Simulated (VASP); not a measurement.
# Sb (P6_3/mmc) in VASP: notebook, part 2 of 3

VASP 6.6.1. Earlier steps stand in the parts before.

### Step 3. Single point, PBE (volume scaled by 0.98)

Input file INCAR:

```
ALGO = Normal
EDIFF = 1E-6
ENCUT = 520
GGA = PE
ISIF = 2
ISMEAR = -1
LASPH = True
LCHARG = False
LREAL = False
LWAVE = False
NBANDS = 12
NELM = 80
PREC = Accurate
SIGMA = 0.05
```

Input file KPOINTS:

```
k-points
0
Gamma
  12 12 7
```

Input file POSCAR:

```
Sb
1.0
    3.3463887588      0.0000000000      0.0000000000
   -1.6731943794      2.8980576760      0.0000000000
    0.0000000000      0.0000000000      5.2942271101
Sb
2
Direct
    0.3333333333      0.6666666667      0.2500000000
    0.6666666667      0.3333333333      0.7500000000
```

Potentials or basis: VASP PAW PBE potentials, release 64 (Sb).

Run with:

```sh
$ cat potpaw_PBE.64/Sb/POTCAR > POTCAR
$ mpirun -np 1 vasp_std > vasp.out
```

OUTCAR:

```text
EDIFF = 1E-6
   ENCUT = 520
   GGA = PE
   ISIF = 2
   ISMEAR = -1
   LASPH = True
   LREAL = False
   NELM = 80
   PREC = Accurate

 ion  position               nearest neighbor table
   1  0.333  0.667  0.250-   2 3.28   2 3.28   2 3.28   2 3.28   2 3.28   2 3.28
   2  0.667  0.333  0.750-   1 3.28   1 3.28   1 3.28   1 3.28   1 3.28   1 3.28

  LATTYP: Found a hexagonal cell.
 ALAT       =     3.3463887588
 C/A-ratio  =     1.5820717471

  Lattice vectors:

 A1 = (   3.3463887588,   0.0000000000,   0.0000000000)
 A2 = (  -1.6731943794,   2.8980576760,   0.0000000000)
 A3 = (   0.0000000000,   0.0000000000,   5.2942271101)

Analysis of symmetry for initial positions (statically):
=====================================================================
 Subroutine PRICEL returns:
 Original cell was already a primitive cell.

 Routine SETGRP: Setting up the symmetry group for a
 hexagonal supercell.

 Subroutine GETGRP returns: Found 24 space group operations
 (whereof 12 operations were pure point group operations)
 out of a pool of 24 trial point group operations.

The static configuration has the point symmetry D_3d.
[... 176 lines left out ...]
      5      12.5905      0.00000
      6      14.4354      0.00000
      7      14.4354      0.00000
      8      15.4174      0.00000
      9      16.6680      0.00000
     10      18.0091      0.00000
     11      19.1561      0.00000
     12      19.1561      0.00000
[... 331 lines left out ...]
 k-point    24 :       0.3333   -0.0000    0.1429
  band No.  band energies     occupation
      1      -2.0907      2.00000
      2       1.1730      2.00000
      3       4.8679      2.00000
      4       6.2812      2.00000
      5       8.2015      2.00000
      6       9.9319      0.00000
      7      11.7703      0.00000
      8      13.1781      0.00000
      9      14.1104      0.00000
     10      16.4685      0.00000
     11      18.2646      0.00000
     12      19.0753      0.00000

 [... further k-points ...]

------------------------ aborting loop because EDIFF is reached ----------------------------------------

  FORCE on cell =-STRESS in cart. coord.  units (eV):
  Direction    XX          YY          ZZ          XY          YZ          ZX
  --------------------------------------------------------------------------------------
  -------------------------------------------------------------------------------------
  Total        1.5430652      1.5430652      1.1747185      0.0000000      0.0000000      0.0000000
  in kB       48.1513944     48.1513944     36.6571253      0.0000000      0.0000000      0.0000000
  external PRESSURE =      44.3199714 kB  Pullay stress =       0.0000000 kB

 VOLUME and BASIS-vectors are now :
 -----------------------------------------------------------------------------
  energy-cutoff  :      520.00
  volume of cell :       51.34
      direct lattice vectors                 reciprocal lattice vectors
     3.346388759  0.000000000  0.000000000     0.298829596  0.172529348  0.000000000
    -1.673194379  2.898057676  0.000000000     0.000000000  0.345058695  0.000000000
     0.000000000  0.000000000  5.294227110     0.000000000  0.000000000  0.188884983

 POSITION                                       TOTAL-FORCE (eV/Angst)
 -----------------------------------------------------------------------------------
     -0.00000      1.93204      1.32356         0.000000     -0.000000      0.000000
      1.67319      0.96602      3.97067        -0.000000      0.000000      0.000000
 -----------------------------------------------------------------------------------
    total drift:                               -0.000000      0.000000      0.000000

  FREE ENERGIE OF THE ION-ELECTRON SYSTEM (eV)
  ---------------------------------------------------
  free  energy   TOTEN  =        -7.6851784324 eV

  energy  without entropy=       -7.6744149334  energy(sigma->0) =       -7.67979668
```

It took 49 s on 1 thread of Intel Xeon 6975P-C, shared host; peak memory 0.2 GiB.

Results:

```
Free energy            : -7.6852 eV
Pressure               : 4.4 GPa
Band gap on the k mesh : zero (band 5 reaches 13.30 eV, above the bottom of band 6 at 6.15 eV)
```

Stress tensor (GPa, compression positive):
```
4.82 0.00 0.00
0.00 4.82 0.00
0.00 0.00 3.67
```

Levels at points of the mesh, in eV from the Fermi level:
```
           k point  band 3  band 4  band 5  band 6  band 7  band 8
(0.00, 0.00, 0.00)   -6.10    3.40    3.40    5.24    5.24    6.22
(0.50, 0.00, 0.00)   -4.29   -2.97   -2.48   -0.25    0.10    3.87
```

Caveat: spin-orbit coupling is left out, which moves the levels of the heavy elements.

### Step 4. Single point, PBE (volume scaled by 1.01)

Input file INCAR:

```
SYSTEM = Sb
PREC = Accurate
ENCUT = 520
EDIFF = 1E-6
ISMEAR = -1
SIGMA = 0.05
LREAL = .FALSE.
LASPH = .TRUE.
NELM = 100
ALGO = Normal
ISIF = 2
LWAVE = .FALSE.
LCHARG = .FALSE.
GGA = PE
NBANDS = 12
```

Input file KPOINTS:

```
Automatic mesh
0
G
  12 12 7
  0 0 0
```

Input file POSCAR:

```
Sb
1.0
    3.3801929534      0.0000000000      0.0000000000
   -1.6900964767      2.9273329673      0.0000000000
    0.0000000000      0.0000000000      5.3477077713
Sb
2
Direct
    0.3333333333      0.6666666667      0.2500000000
    0.6666666667      0.3333333333      0.7500000000
```

Potentials or basis: VASP PAW PBE potentials, release 64 (Sb).

Run with:

```sh
$ cat potpaw_PBE.64/Sb/POTCAR > POTCAR
$ mpirun -np 1 vasp_std > vasp.out
```

OUTCAR:

```text
SYSTEM = Sb
   PREC = Accurate
   ENCUT = 520
   EDIFF = 1E-6
   ISMEAR = -1
   LREAL = .FALSE.
   LASPH = .TRUE.
   NELM = 100
   ISIF = 2
   GGA = PE

 ion  position               nearest neighbor table
   1  0.333  0.667  0.250-   2 3.31   2 3.31   2 3.31   2 3.31   2 3.31   2 3.31
   2  0.667  0.333  0.750-   1 3.31   1 3.31   1 3.31   1 3.31   1 3.31   1 3.31

  LATTYP: Found a hexagonal cell.
 ALAT       =     3.3801929534
 C/A-ratio  =     1.5820717471

  Lattice vectors:

 A1 = (   3.3801929534,   0.0000000000,   0.0000000000)
 A2 = (  -1.6900964767,   2.9273329673,   0.0000000000)
 A3 = (   0.0000000000,   0.0000000000,   5.3477077713)

Analysis of symmetry for initial positions (statically):
=====================================================================
 Subroutine PRICEL returns:
 Original cell was already a primitive cell.

 Routine SETGRP: Setting up the symmetry group for a
 hexagonal supercell.

 Subroutine GETGRP returns: Found 24 space group operations
 (whereof 12 operations were pure point group operations)
 out of a pool of 24 trial point group operations.

The static configuration has the point symmetry D_3d.
 The point group associated with its full space group is D_6h.

Analysis of symmetry for dynamics (positions and initial velocities):
=====================================================================
 Subroutine PRICEL returns:
 Original cell was already a primitive cell.

 Routine SETGRP: Setting up the symmetry group for a
 hexagonal supercell.

 Subroutine GETGRP returns: Found 24 space group operations
 (whereof 12 operations were pure point group operations)
 out of a pool of 24 trial point group operations.

The dynamic configuration has the point symmetry D_3d.
 The point group associated with its full space group is D_6h.

 Subroutine INISYM returns: Found 24 space group operations
 (whereof 12 operations are pure point group operations),
 and found     1 'primitive' translations

----------------------------------------------------------------------------------------

[... 122 lines left out ...]
   LRPA    =     F    only Hartree local field effects (RPA)
 non-spin polarized calculation
  energy-cutoff  :      520.00
  volume of cell :       52.92
 maximum number of plane-waves:      1442
 NGX is ok and might be reduce to    28
   NGX = 13   NGY = 13   NGZ = 19

 number of electron      10.0000000 magnetization

 Free energy of the ion-electron system (eV)
  ---------------------------------------------------
  ext. energy  EPLUGINS =         0.00000000
  ---------------------------------------------------
  free energy    TOTEN  =        -7.71729443 eV

  energy without entropy =       -7.70693867  energy(sigma->0) =       -7.71211655

 E-fermi :   8.7886     XC(G=0): -10.3079

 val. band max:        8.7740565536   @ k =   0.1667  -0.0000   0.0000
 cond. band min:       8.7977491956   @ k =   0.3333   0.2500   0.0000
 fundamental gap:      0.0236926420
 Fermi energy:         8.7886273173

 k-point     1 :       0.0000    0.0000    0.0000
  band No.  band energies     occupation
      1      -4.3114      2.00000
      2      -0.1436      2.00000
      3       2.8827      2.00000
      4      12.0532      0.00000
      5      12.0532      0.00000
      6      13.8322      0.00000
      7      13.8322      0.00000
      8      14.7474      0.00000
      9      16.1257      0.00000
     10      17.5676      0.00000
     11      18.6157      0.00000
     12      18.6157      0.00000
[... 331 lines left out ...]
 k-point    24 :       0.3333    0.0000    0.1429
  band No.  band energies     occupation
      1      -2.3164      2.00000
      2       0.7894      2.00000
      3       4.5826      2.00000
      4       5.9735      2.00000
      5       7.7677      2.00000
      6       9.5063      0.00000
      7      11.2965      0.00000
      8      12.6210      0.00000
      9      13.7051      0.00000
     10      15.9670      0.00000
     11      17.7511      0.00000
     12      18.5691      0.00000

 [... further k-points ...]

------------------------ aborting loop because EDIFF is reached ----------------------------------------

  FORCE on cell =-STRESS in cart. coord.  units (eV):
  Direction    XX          YY          ZZ          XY          YZ          ZX
  --------------------------------------------------------------------------------------
  -------------------------------------------------------------------------------------
  Total        0.8397804      0.8397804      0.4711896      0.0000000      0.0000000      0.0000000
  in kB       25.4269962     25.4269962     14.2667468      0.0000000      0.0000000      0.0000000
  external PRESSURE =      21.7069131 kB  Pullay stress =       0.0000000 kB

 VOLUME and BASIS-vectors are now :
 -----------------------------------------------------------------------------
  energy-cutoff  :      520.00
  volume of cell :       52.92
      direct lattice vectors                 reciprocal lattice vectors
     3.380192953  0.000000000  0.000000000     0.295841100  0.170803938  0.000000000
    -1.690096477  2.927332967  0.000000000     0.000000000  0.341607877  0.000000000
     0.000000000  0.000000000  5.347707771     0.000000000  0.000000000  0.186996007

 POSITION                                       TOTAL-FORCE (eV/Angst)
 -----------------------------------------------------------------------------------
     -0.00000      1.95156      1.33693        -0.000000      0.000000      0.000000
      1.69010      0.97578      4.01078         0.000000     -0.000000      0.000000
 -----------------------------------------------------------------------------------
    total drift:                               -0.000000      0.000000      0.000000

  FREE ENERGIE OF THE ION-ELECTRON SYSTEM (eV)
  ---------------------------------------------------
  free  energy   TOTEN  =        -7.7172944304 eV

  energy  without entropy=       -7.7069386689  energy(sigma->0) =       -7.71211655
```

stdout:

```text
POSCAR found type information on POSCAR Sb
 POSCAR found :  1 types and       2 ions
 scaLAPACK will be used
 LDA part: xc-table for (Slater+PW92), standard interpolation
 POSCAR, INCAR and KPOINTS ok, starting setup
 FFT: planning ... GRIDC
 FFT: planning ... GRID_SOFT
 FFT: planning ... GRID
 WAVECAR not read
 entering main loop
```

Run time: 47 s. Hardware: 1 thread of Intel Xeon 6975P-C, shared host; peak memory 0.2 GiB.

What came out:

```
Free energy            : -7.7173 eV
Pressure               : 2.2 GPa
Band gap on the k mesh : zero (band 5 reaches 12.73 eV, above the bottom of band 6 at 5.86 eV)
```

Caveat: spin-orbit coupling is left out, which moves the levels of the heavy elements.

[end of part 2 of 3]
